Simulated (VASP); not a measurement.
Set up this calculation in VASP 6.6.1, as the native input.

| Quantity | Value |
| --- | --- |
| Task | single point |
| Functional | PBEsol |
| Potentials or basis | VASP PAW PBE potentials, release 64 (Na_pv, Cl) |
| Cutoff | 520 eV |
| k mesh | 8 × 8 × 8 |
| Occupations | gaussian, width 0.02 eV |
| Spin | no spin polarisation |
| Dipole correction | no |
| Further INCAR settings | ALGO = Normal; EDIFF = 1e-07; NBANDS = 14 |

The structure of NaCl lies in POSCAR:

```
NaCl
1.0
    0.0000000000      2.7142688575      2.7142688575
    2.7142688575      0.0000000000      2.7142688575
    2.7142688575      2.7142688575      0.0000000000
Na Cl
1 1
Direct
    0.0000000000      0.0000000000      0.0000000000
    0.5000000000      0.5000000000      0.5000000000
```

This cell differs from its parent crystal: volume scaled by 0.91.

One way to write it, as run:

INCAR

```
  ALGO = Normal
  EDIFF = 1E-7
  ENCUT = 520
  GGA = PS
  ISIF = 2
  ISMEAR = 0
  LASPH = T
  LCHARG = F
  LREAL = F
  LWAVE = F
  NBANDS = 14
  NELM = 80
  PREC = Accurate
  SIGMA = 0.02
```

KPOINTS

```
k-points
0
Gamma
  8 8 8
```

Potentials or basis: VASP PAW PBE potentials, release 64 (Na_pv, Cl).

The run is started by

```sh
$ cat potpaw_PBE.64/Na_pv/POTCAR potpaw_PBE.64/Cl/POTCAR > POTCAR
$ mpirun -np 1 vasp_std > vasp.out
```

Results of the run:

```yaml
Pressure: 3.1 GPa
Band_gap_on_the_k_mesh: 5.39 eV, direct
```

Caveat: the PAW data sets were made with another functional, which shifts forces and pressure a little.

It took 15 s on 1 thread of Intel(R) Xeon(R) Platinum 8259CL CPU @ 2.50GHz (Skylake/Cascade Lake), with other jobs on the host, peak memory 0.16 GiB.
